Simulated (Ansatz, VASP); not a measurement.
# Li8H7: VASP beside Ansatz

INCAR

```
SYSTEM = Li8H7
ALGO = Normal ; EDIFF = 1E-7
EDIFFG = -0.025 ; ENCUT = 520
GGA = PE ; IBRION = 2
ISIF = 2 ; ISMEAR = 0
ISPIN = 2 ; LASPH = .TRUE.
LCHARG = .FALSE. ; LORBIT = 11
LREAL = Auto ; LWAVE = .FALSE.
MAGMOM = 0.167 0.167 0 0.167 0.167 0 0.167 0.167 0 0 0 0 0 0 0 ; NELM = 150
NSW = 65 ; PREC = Accurate
SIGMA = 0.01
```

File KPOINTS:

```
k-points
0
G
  5 5 5
  0 0 0
```

File POSCAR:

```
Li8H7
1.0
    0.0000000000      4.0071000521     -4.0071000521
    4.0071000521      4.0071000521      0.0000000000
    4.0071000521      0.0000000000     -4.0071000521
Li H
8 7
Direct
    0.5000000000      0.5000000000      0.0000000000
    0.5000000000      0.0000000000      0.0000000000
    1.0000000000      0.5000000000      0.0000000000
    1.0000000000      0.0000000000      0.0000000000
    0.5000000000      0.5000000000      0.5000000000
    0.5000000000      0.0000000000      0.5000000000
    1.0000000000      0.5000000000      0.5000000000
    1.0000000000      0.0000000000      0.5000000000
    0.2500000000      0.2500000000      0.2500000000
    0.7500000000      0.7500000000      0.2500000000
    0.7500000000      0.2500000000      0.2500000000
    0.2500000000      0.7500000000      0.7500000000
    0.2500000000      0.2500000000      0.7500000000
    0.7500000000      0.7500000000      0.7500000000
    0.7500000000      0.2500000000      0.7500000000
```

Input for Ansatz:

```yaml
crystal:
  lattice:
    - [0.0, 4.0071000521, -4.0071000521]
    - [4.0071000521, 4.0071000521, 0.0]
    - [4.0071000521, 0.0, -4.0071000521]
  atoms:
    - { symbol: Li, position: [0.5, 0.5, 0.0], spin: 0.167 }
    - { symbol: Li, position: [0.5, 0.0, 0.0], spin: 0.167 }
    - { symbol: Li, position: [1.0, 0.5, 0.0] }
    - { symbol: Li, position: [1.0, 0.0, 0.0], spin: 0.167 }
    - { symbol: Li, position: [0.5, 0.5, 0.5], spin: 0.167 }
    - { symbol: Li, position: [0.5, 0.0, 0.5] }
    - { symbol: Li, position: [1.0, 0.5, 0.5], spin: 0.167 }
    - { symbol: Li, position: [1.0, 0.0, 0.5], spin: 0.167 }
    - { symbol: H, position: [0.25, 0.25, 0.25] }
    - { symbol: H, position: [0.75, 0.75, 0.25] }
    - { symbol: H, position: [0.75, 0.25, 0.25] }
    - { symbol: H, position: [0.25, 0.75, 0.75] }
    - { symbol: H, position: [0.25, 0.25, 0.75] }
    - { symbol: H, position: [0.75, 0.75, 0.75] }
    - { symbol: H, position: [0.75, 0.25, 0.75] }
  host:
    lattice:
      - [0.0, 2.003550026, 2.003550026]
      - [2.003550026, 0.0, 2.003550026]
      - [2.003550026, 2.003550026, 0.0]
    atoms:
      - { symbol: Li, position: [0.0, 0.0, 0.0] }
      - { symbol: H, position: [0.5, 0.5, 0.5] }
basis:
  ecutwfc: 420
  xc_grid: 2
kpoints:
  mp_grid: { grid: [5, 5, 5], shift: [0.0, 0.0, 0.0] }
hamiltonian:
  xc: pbe
scf:
  occupations: { method: gaussian, width: 0.01 }
output:
  forces: true
  stress: false
  eigenvalues: true
  populations: true
  charged_corrections:
    defect_position: [0.25, 0.75, 0.25]
    epsilon: [[14.9362, 0.0, 0.0], [0.0, 14.9362, 0.0], [0.0, 0.0, 14.9362]]
magnetization:
  spin_polarized: true
relax:
  adjacent_minimum: "off"
  f_tol: 0.025
  max_steps: 45
```

Change from the starting cell: H vacancy (site b), charge +0, atoms relaxed at the host's cell.

Alike in both runs: task relaxation of the atoms; functional PBE; k mesh 5 × 5 × 5; occupations gaussian, width 0.01 eV; collinear spin.

|  | VASP | Ansatz |
| --- | --- | --- |
| version | VASP 6.6.1 | Ansatz 0.2.0 |
| potentials or method | VASP PAW PBE potentials, release 64 (Li_sv, H), cutoff 520 eV | scalar-relativistic, plane waves, PAW |
| valence electrons in the cell | 31 | 31 |

|  | VASP | Ansatz | Ansatz less VASP |
| --- | --- | --- | --- |
| gap on the k mesh at the Fermi level, each at its own relaxed structure (eV) | none | none | - |
| net moment per atom (μB) | 0.07 | 0.07 | 0.000 |

A gap of «none» marks a metal or a gap that the smearing closes.

Noted on VASP's run: the cutoff is short for stress, so the pressure is rough.
